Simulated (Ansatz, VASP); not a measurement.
Given: the input of a run of Ansatz 0.2.0 on Tl.

The input input.yaml:

```yaml
crystal:
  lattice:
    - [3.4850889649, 0.0, 0.0]
    - [-1.7425444824, 3.0181755779, 0.0]
    - [0.0, 0.0, 11.1899942671]
  atoms:
    - { symbol: Tl, position: [0.6666666667, 0.3333333333, 0.75] }
    - { symbol: Tl, position: [0.0, 0.0, 0.5] }
    - { symbol: Tl, position: [0.3333333333, 0.6666666667, 0.25] }
    - { symbol: Tl, position: [0.0, 0.0, 0.0] }
kpoints:
  mp_grid: { grid: [9, 9, 3] }
scf:
  occupations: { method: fermi_dirac, width: 0.05 }
hamiltonian:
  xc: pbesol
  pseudopotentials: { kind: all_electron, lapw: { basis_error: 0.001 } }
output:
  forces: true
  stress: true
  eigenvalues: true
```

Potentials or basis: all-electron LAPW, scalar-relativistic.

Run with:

```bash
$ ansatz run input.yaml --threads 2 --pin off --max-ram 8192MiB --backend cpu --events-out ev --progress --plain --runs-dir out
```

Question: Set up the same calculation for VASP 6.6.1. Potentials there: VASP PAW PBE potentials, release 64 (Tl_d).

Answer: As run (the cutoff follows the program's own potentials):

File INCAR:

```
SYSTEM = Tl
ALGO = Normal ; EDIFF = 1E-7
ENCUT = 520 ; GGA = PS
ISIF = 2 ; ISMEAR = -1
LASPH = .TRUE. ; LCHARG = .FALSE.
LREAL = .FALSE. ; LWAVE = .FALSE.
NBANDS = 34 ; NELM = 60
PREC = Accurate ; SIGMA = 0.05
```

Contents of KPOINTS:

```
k-points
0
G
  9 9 3
  0 0 0
```

The input POSCAR:

```
Tl
1.0
    3.4850889649      0.0000000000      0.0000000000
   -1.7425444824      3.0181755779      0.0000000000
    0.0000000000      0.0000000000     11.1899942671
Tl
4
Direct
    0.6666666667      0.3333333333      0.7500000000
    0.0000000000      0.0000000000      0.5000000000
    0.3333333333      0.6666666667      0.2500000000
    0.0000000000      0.0000000000      0.0000000000
```

Potentials or basis: VASP PAW PBE potentials, release 64 (Tl_d).

Run with:

```console
$ cat potpaw_PBE.64/Tl_d/POTCAR > POTCAR
$ mpirun -np 1 vasp_std > vasp.out
```

Both were run:

|  | VASP | Ansatz | Ansatz less VASP |
| --- | --- | --- | --- |
| gap on the k mesh at the Fermi level (eV) | none | none | - |
| pressure (GPa) | -1.2 | -1.1 | +0.07 |

VASP's potentials were made for PBE, not for PBEsol. A gap of «none» marks a metal or a gap that the smearing closes. Ansatz ran all-electron here, and VASP with PAW potentials.

Spin-orbit coupling is off throughout.
